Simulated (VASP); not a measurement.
C:

```
CELL_PARAMETERS angstrom
1.22426 0.70682 3.32690
-1.22426 0.70682 3.32690
0.00000 -1.41365 3.32690
ATOMIC_POSITIONS crystal
C 0.16658 0.16658 0.16658
C 0.83342 0.83342 0.83342
```

This cell differs from its parent crystal: volume scaled by 0.98.

| Item | Value |
| --- | --- |
| Program | VASP 6.6.1 |
| Task | relaxation of shape and atoms at fixed volume |
| Functional | PBE |
| Dispersion | D3(BJ) |
| Potentials or basis | VASP PAW PBE potentials, release 64 (C) |
| Cutoff | 600 eV |
| k mesh | 12 × 12 × 12 |
| Occupations | gaussian, width 0.01 eV |
| Spin | no spin polarisation |

At the start: pressure 6.3 GPa; volume 8.64 Å³/atom.

Where does the relaxation end?

Over 7 steps the energy falls by 3.3 meV/atom; space group R-3m (No. 166, to 0.05 Å).

Step by step:
| step | energy change (eV) | largest force (eV/Å) | pressure (GPa) | volume (Å³) |
| --- | --- | --- | --- | --- |
| 1 | 0.0000 | 0.0011 | 6.26 | 17.27 |
| 2 | -0.0061 | 0.0048 | -1.07 | 17.27 |
| 3 | -0.0066 | 0.0039 | 0.50 | 17.27 |
| 4 | -0.0066 | 0.0040 | 0.39 | 17.27 |
| 5 | -0.0066 | 0.0022 | 0.52 | 17.27 |
| 6 | -0.0066 | 0.0011 | 0.50 | 17.27 |
| 7 | -0.0066 | 0.0009 | 0.49 | 17.27 |

Final structure:
```yaml
crystal:
  lattice:
    - [1.23221, 0.71142, 3.28406]
    - [-1.23221, 0.71142, 3.28406]
    - [0.00000, -1.42284, 3.28406]
  atoms:
    - { symbol: C, position: [0.16657, 0.16657, 0.16657] }
    - { symbol: C, position: [0.83343, 0.83343, 0.83343] }
```

Caveat: the cell differs from its parent crystal (volume scaled by 0.98).
